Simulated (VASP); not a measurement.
Crystal: Cu.

```
Cu
1.0
     0.00000    1.80750    1.80750
     1.80750    0.00000    1.80750
     1.80750    1.80750    0.00000
Cu
1
Direct
  0.00000 0.00000 0.00000
```

- Program: VASP 6.6.1
- Task: relaxation of volume and atoms at fixed shape
- Functional: LDA
- Potentials or basis: VASP PAW LDA potentials, release 64 (Cu)
- Cutoff: 600 eV
- k mesh: 11 × 11 × 11
- Occupations: fermi-dirac, width 0.05 eV
- Spin: no spin polarisation

At the start: pressure -12.0 GPa; volume 11.81 Å³/atom.

**Question.** Where does the relaxation end?

**Answer.** Over 3 steps the energy falls by 35.9 meV/atom and the volume is 10.93 Å³/atom (-7.5 %); space group Fm-3m (No. 225, to 0.05 Å).

Step by step:
```csv
step,energy change (eV),largest force (eV/Å),pressure (GPa),volume (Å³)
1,0.0000,0.0000,-11.95,11.81
2,-0.0178,0.0000,11.03,10.37
3,-0.0359,0.0000,-0.06,10.93
```

Final structure:
```cif
data_structure
_symmetry_space_group_name_H-M 'P 1'
_symmetry_Int_Tables_number 1
_cell_length_a 2.4907
_cell_length_b 2.4907
_cell_length_c 2.4907
_cell_angle_alpha 60.000
_cell_angle_beta 60.000
_cell_angle_gamma 60.000
_cell_volume 10.93
loop_
_atom_site_label
_atom_site_type_symbol
_atom_site_fract_x
_atom_site_fract_y
_atom_site_fract_z
_atom_site_occupancy
Cu1 Cu 0.00000 0.00000 0.00000 1
```
